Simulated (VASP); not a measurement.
Input of a VASP 6.6.1 run:

The input INCAR:

```
SYSTEM = Ni
PREC = Accurate
ENCUT = 600
EDIFF = 1E-6
ISMEAR = -1
SIGMA = 0.1
LREAL = .FALSE.
LASPH = .TRUE.
NELM = 120
ALGO = Normal
ISIF = 2
LWAVE = .FALSE.
LCHARG = .FALSE.
NBANDS = 11
GGA_COMPAT = .FALSE.
```

File KPOINTS:

```
regular mesh
0
G
  3 3 3
  0 0 0
```

POSCAR

```
Ni
1.0
    0.0000000000      1.7104399105      1.7104399105
    1.7104399105      0.0000000000      1.7104399105
    1.7104399105      1.7104399105      0.0000000000
Ni
1
Direct
    0.0000000000      0.0000000000      0.0000000000
```

Potentials or basis: VASP PAW LDA potentials, release 64 (Ni).

Run with:

```bash
$ cat potpaw_LDA.64/Ni/POTCAR > POTCAR
$ mpirun -np 1 vasp_std > vasp.out
```

Problem. What does it give for the pressure?

Solution. 10.9 GPa.

Problem. What does it give for the band gap on the k mesh?

Solution. Zero (band 5 reaches 9.42 eV, above the bottom of band 6 at 8.90 eV).

Caveat: the k points lie up to 1.06 Å⁻¹ apart; the run has no spin polarisation, though such a crystal can be magnetic. Spin polarisation is off, so any magnetic state and its effect on volume and gap are missing.
